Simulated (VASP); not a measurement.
**Sb: single point with PBE**

Crystal: Sb.

```
Sb
1.0
     3.49077    0.00000    0.00000
    -1.74538    3.02309    0.00000
     0.00000    0.00000    5.35646
Sb
2
Direct
  0.33333 0.66667 0.25000
  0.66667 0.33333 0.75000
```

This isn't the form of Sb at room conditions, which is rhombohedral.

```json
{
  "Program": "VASP 6.6.1",
  "Task": "single point",
  "Functional": "PBE",
  "Potentials or basis": "VASP PAW PBE potentials, release 64 (Sb)",
  "Cutoff": "520 eV",
  "k mesh": "13 × 13 × 7",
  "Occupations": "fermi-dirac, width 0.05 eV",
  "Spin": "no spin polarisation",
  "Dipole correction": "no",
  "Further INCAR settings": "ALGO = Normal; EDIFF = 1e-07; NBANDS = 12"
}
```

- Pressure: -1.8 GPa
- Band gap on the k mesh: zero (bands 5 and 6 overlap by 5.81 eV)

Levels at points of the mesh, in eV from the Fermi level:
```tsv
k point	band 2	band 3	band 4	band 5	band 6	band 7	band 8	band 9
(0.00, 0.00, 0.00)	-8.51	-5.40	2.70	2.70	4.45	4.45	5.77	6.71
```

Run time: 75 s on 1 thread of Intel Xeon 8259CL, with other jobs on the host, peak memory 0.21 GiB.

Caveat: spin-orbit coupling is left out, which moves the levels of the heavy elements.
